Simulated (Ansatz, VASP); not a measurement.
ScAl3F in VASP and in Ansatz

```
Sc Al F
1.0
     4.54914    0.00000    0.00000
     0.00000    4.54914    0.00000
     0.00000    0.00000    5.94961
Sc Al F
1 3 1
Direct
  0.50000 0.50000 0.41428
  0.50000 0.50000 0.93377
  0.50000 0.00000 0.71782
  0.00000 0.50000 0.71782
  0.00000 0.00000 0.74432
```

Change from the starting cell: species swapped into the BaTiO3 type (P4mm, No. 99).

Alike in both runs: functional PBE; k mesh 4 × 4 × 4; occupations gaussian, width 0.1 eV; no spin polarisation.

Ansatz relaxed the structure, and its values are those at the end. VASP's run is a single point on that final structure, the one shown.

|  | VASP | Ansatz |
| --- | --- | --- |
| version | VASP 6.6.1 | Ansatz 0.2.0 |
| potentials or method | VASP PAW PBE potentials, release 64 (Sc_sv, Al, F), cutoff 520 eV | scalar-relativistic, plane waves, PAW |
| valence electrons in the cell | 27 | 27 |

```tsv
	VASP	Ansatz	Ansatz less VASP
gap on the k mesh at the Fermi level (eV)	none	none	-
pressure (GPa)	0.0	0.1	+0.04
rms of the force components (eV/Å)	0.009	0.008	-0.0011
```

A gap of «none» marks a metal or a gap that the smearing closes.
